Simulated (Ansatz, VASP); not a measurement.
# One calculation of GaS3, two programs

```
Ga S
1.0
     4.91433    0.00000    0.00000
     0.00000    4.91433    0.00000
     0.00000    0.00000    4.91433
Ga S
1 3
Direct
  0.00000 0.00000 0.00000
  0.50000 0.50000 0.00000
  0.50000 0.00000 0.50000
  0.00000 0.50000 0.50000
```

Change from the starting cell: species swapped into the MgZr3 type (Pm-3m, No. 221).

Alike in both runs: task single point; functional PBE; k mesh 4 × 4 × 4; occupations gaussian, width 0.1 eV; no spin polarisation.

|  | VASP | Ansatz |
| --- | --- | --- |
| version | VASP 6.6.1 | Ansatz 0.2.0 |
| potentials or method | VASP PAW PBE potentials, release 64 (Ga_d, S), cutoff 520 eV | scalar-relativistic, plane waves, PAW |
| valence electrons in the cell | 31 | 31 |

```csv
,VASP,Ansatz,Ansatz less VASP
gap on the k mesh at the Fermi level (eV),none,none,-
pressure (GPa),-8.5,-8.5,+0.02
```

A gap of «none» marks a metal or a gap that the smearing closes. With one functional, cell and mesh, what is left measures potentials, basis and numerics.
